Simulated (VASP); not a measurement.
A run of VASP 6.6.1 is set up as follows.

Contents of INCAR:

```
SYSTEM = Cr
PREC = Accurate
ENCUT = 500
EDIFF = 1E-6
ISMEAR = -1
SIGMA = 0.05
LREAL = .FALSE.
LASPH = .TRUE.
NELM = 200
ALGO = Normal
ISIF = 2
LWAVE = .FALSE.
LCHARG = .TRUE.
ISPIN = 2
MAGMOM = 1.011 -1.011
LORBIT = 11
LMAXMIX = 4
GGA = PE
LELF = .TRUE.
LVHAR = .TRUE.
NBANDS = 23
GGA_COMPAT = .FALSE.
```

Contents of KPOINTS:

```
Automatic mesh
0
G
  12 12 12
  0 0 0
```

The input POSCAR:

```
Cr
1.0
    2.9750406090      0.0000000000      0.0000000000
    0.0000000000      2.9750406090      0.0000000000
    0.0000000000      0.0000000000      2.9770641848
Cr
2
Direct
    1.0000000000      0.0000000000      0.0000000000
    0.5000000000      0.5000000000      0.5000000000
```

Potentials or basis: VASP PAW PBE potentials, release 64 (Cr_pv).

Run with:

```console
$ cat potpaw_PBE.64/Cr_pv/POTCAR > POTCAR
$ mpirun -np 1 vasp_std > vasp.out
```

Q: Estimate the net moment.

A: 0.00 μB per cell.

Q: Estimate the band gap on the k mesh.

A: Zero (filled and empty bands overlap).

Stress tensor (GPa, compression positive):
```
-13.61   0.00   0.00
  0.00 -13.61   0.00
  0.00   0.00 -13.80
```

Caveat: the cell stands under tension; an empty level that is flat over the whole mesh can mark a ghost state of the potentials, or a narrow d or f band; the antiferromagnetic order is the one typed at the start, and another may lie lower.
